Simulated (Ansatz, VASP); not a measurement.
## LiF in VASP and in Ansatz

```
CELL_PARAMETERS angstrom
0.00000 2.01400 2.01400
2.01400 0.00000 2.01400
2.01400 2.01400 0.00000
ATOMIC_POSITIONS crystal
Li 0.00000 0.00000 0.00000
F 0.50000 0.50000 0.50000
```

Alike in both runs: task relaxation of cell and atoms; functional r2SCAN; k mesh 12 × 12 × 12; occupations fermi-dirac, width 0.02 eV; no spin polarisation.

```csv
,VASP,Ansatz
version,VASP 6.6.1,Ansatz 0.2.0
potentials or method,"VASP PAW PBE potentials, release 64 (Li_sv, F), cutoff 600 eV",PAW plane waves
valence electrons in the cell,10,10
```

Ansatz gave:

| Property | Result |
| --- | --- |
| gap on the k mesh at the Fermi level, each at its own relaxed structure (eV) | 10.34 |
| relaxed volume (Å³/atom) | 7.94 |
| relaxed cell length with the largest relative difference (Å) | 2.821 |

Task: Which values does VASP return?

Result: gap on the k mesh at the Fermi level, each at its own relaxed structure (eV): 10.67; relaxed volume (Å³/atom): 7.84; relaxed cell length with the largest relative difference (Å): 2.810.

VASP's potentials were made for PBE, not for r2SCAN.

Noted on VASP's run: the cutoff is short for stress, so the pressure is rough.
